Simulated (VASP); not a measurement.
Write the native input for VASP 6.6.1 that does the following.

```
Task                   : single point
Functional             : PBEsol
Potentials or basis    : VASP PAW PBE potentials, release 64 (Sb)
Cutoff                 : 520 eV
k mesh                 : 16 × 16 × 16
Occupations            : gaussian, width 0.15 eV
Spin                   : no spin polarisation
Dipole correction      : no
Further INCAR settings : ALGO = Normal; EDIFF = 1e-06; NBANDS = 8
```

The structure of Sb lies in POSCAR:

```
Sb
1.0
    3.2390000000      0.0000000000      0.0000000000
    0.0000000000      3.2390000000      0.0000000000
    0.0000000000      0.0000000000      3.0810000000
Sb
1
Direct
    0.0000000000      0.0000000000      0.0000000000
```

This cell differs from its parent crystal: strain +0.025 along x and y, -0.025 along z.

One way to write it, as run:

INCAR

```
PREC = Accurate
ENCUT = 520
EDIFF = 1E-6
ISMEAR = 0
SIGMA = 0.15
LREAL = False
LASPH = True
NELM = 60
ALGO = Normal
ISIF = 2
LWAVE = False
LCHARG = True
GGA = PS
LELF = True
LVHAR = True
NBANDS = 8
```

KPOINTS

```
Automatic mesh
0
Gamma
  16 16 16
```

Potentials or basis: VASP PAW PBE potentials, release 64 (Sb).

The run is started by

```console
$ cat potpaw_PBE.64/Sb/POTCAR > POTCAR
$ mpirun -np 1 vasp_std > vasp.out
```

It gave:

| Item | Value |
| --- | --- |
| Pressure | -5.5 GPa |

Caveat: the cell differs from its parent crystal (strain +0.025 along x and y, -0.025 along z); the PAW data sets were made with another functional, which shifts forces and pressure a little.

It took 26 s on 1 thread of Intel(R) Xeon(R) Platinum 8259CL CPU @ 2.50GHz (Skylake/Cascade Lake) (shared host), peak memory 0.22 GiB.
